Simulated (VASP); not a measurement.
Here is a VASP 6.6.1 calculation.

File INCAR:

```
SYSTEM = KAsH6
PREC     = Accurate       ! precision mode
ENCUT    = 520            ! plane-wave cutoff, eV
EDIFF    = 1E-7           ! SCF threshold, eV
ISMEAR   = -1             ! smearing method
SIGMA    = 0.03           ! smearing width, eV
LREAL    = .False.        ! projectors in reciprocal space
LASPH    = .True.         ! aspherical terms in the spheres
NELM     = 60             ! most SCF steps
ALGO     = Normal         ! electronic algorithm
ISIF     = 2              ! what is computed and relaxed
LWAVE    = .False.        ! write WAVECAR
LCHARG   = .False.        ! write CHGCAR
GGA      = PS             ! functional
NBANDS   = 20             ! bands
```

Contents of KPOINTS:

```
regular mesh
0
Gamma
  4 4 4
  0 0 0
```

POSCAR

```
KAsH6
1.0
    3.4611566364      1.9982997157      2.1847277636
   -3.4611566364      1.9982997157      2.1847277636
    0.0000000000     -3.9965994314      2.1847277636
K As H
1 1 6
Direct
    0.5000000000      0.5000000000      0.5000000000
    0.0000000000      0.0000000000      0.0000000000
    0.9250965713      0.2557388879      0.2557388879
    0.2557388879      0.9250965713      0.2557388879
    0.2557388879      0.2557388879      0.9250965713
    0.0749034287      0.7442611121      0.7442611121
    0.7442611121      0.0749034287      0.7442611121
    0.7442611121      0.7442611121      0.0749034287
```

Potentials or basis: VASP PAW PBE potentials, release 64 (K_sv, As, H).

The run is started by

```console
$ cat potpaw_PBE.64/K_sv/POTCAR potpaw_PBE.64/As/POTCAR potpaw_PBE.64/H/POTCAR > POTCAR
$ mpirun -np 1 vasp_std > vasp.out
```

(1) Predict the largest force.

(2) Estimate the pressure.

Answers

(1) 0.044 eV/Å.

(2) 0.2 GPa.

Caveat: the PAW data sets were made with another functional, which shifts forces and pressure a little.
